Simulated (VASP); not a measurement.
**SiO2: electric field gradients with PBEsol**

Crystal: SiO2.

```
Si O
1.0
     4.15204    0.00000    0.00000
     0.00000    4.15204    0.00000
     0.00000    0.00000    2.64989
Si O
2 4
Direct
  0.00000 0.00000 0.00000
  0.50000 0.50000 0.50000
  0.30670 0.30670 0.00000
  0.19330 0.80670 0.50000
  0.69330 0.69330 0.00000
  0.80670 0.19330 0.50000
```

This cell differs from its parent crystal: volume scaled by 0.98.

```
Program                : VASP 6.6.1
Task                   : electric field gradients
Functional             : PBEsol
Potentials or basis    : VASP PAW PBE potentials, release 64 (Si, O)
Cutoff                 : 520 eV
k mesh                 : 6 × 6 × 9
Occupations            : fermi-dirac, width 0.03 eV
Spin                   : no spin polarisation
Dipole correction      : no
Further INCAR settings : ALGO = Normal; EDIFF = 1e-08; NBANDS = 25
```

```
Pressure               : 11.8 GPa
Largest force          : 0.386 eV/Å
Band gap on the k mesh : 5.95 eV, direct
```

Forces in eV/Å, atoms in the order of the input:
```
Si   0.000  0.000  0.000
Si   0.000  0.000  0.000
O   -0.273 -0.273  0.000
O    0.273 -0.273  0.000
O    0.273  0.273  0.000
O   -0.273  0.273  0.000
```

Stress tensor (GPa, compression positive):
```
10.69  0.00  0.00
 0.00 10.69  0.00
 0.00  0.00 13.89
```

Levels at points of the mesh, in eV from the valence-band top:
```
           k point  band 13  band 14  band 15  band 16  band 17  band 18  band 19  band 20
(0.00, 0.00, 0.00)    -2.58    -0.89    -0.89     0.00     5.95     6.58     8.53     8.53
(0.50, 0.00, 0.00)    -2.76    -2.76    -1.11    -1.11     7.91     7.91     9.09     9.09
(0.50, 0.50, 0.00)    -2.71    -2.71    -2.37    -2.37     7.55     7.55    10.10    10.10
```

Electric field gradients, principal values (V/Å²):
| atom | least | middle | greatest (by size) |
| --- | --- | --- | --- |
| 1 Si | -4.045 | -18.657 | 22.702 |
| 2 Si | -4.045 | -18.657 | 22.702 |
| 3 O | 45.559 | 58.941 | -104.500 |
| 4 O | 45.559 | 58.941 | -104.500 |
| 5 O | 45.559 | 58.941 | -104.500 |
| 6 O | 45.559 | 58.941 | -104.500 |

Run time: 19 s on 1 thread of Intel(R) Xeon(R) 6975P-C (Granite Rapids), on a shared host, peak memory 0.17 GiB.

Caveat: without QUAD_EFG the Cq values of the log hold for a quadrupole moment of 1 mb, not for the nuclei; the PAW data sets were made with another functional, which shifts forces and pressure a little. A k mesh can miss the band edges.
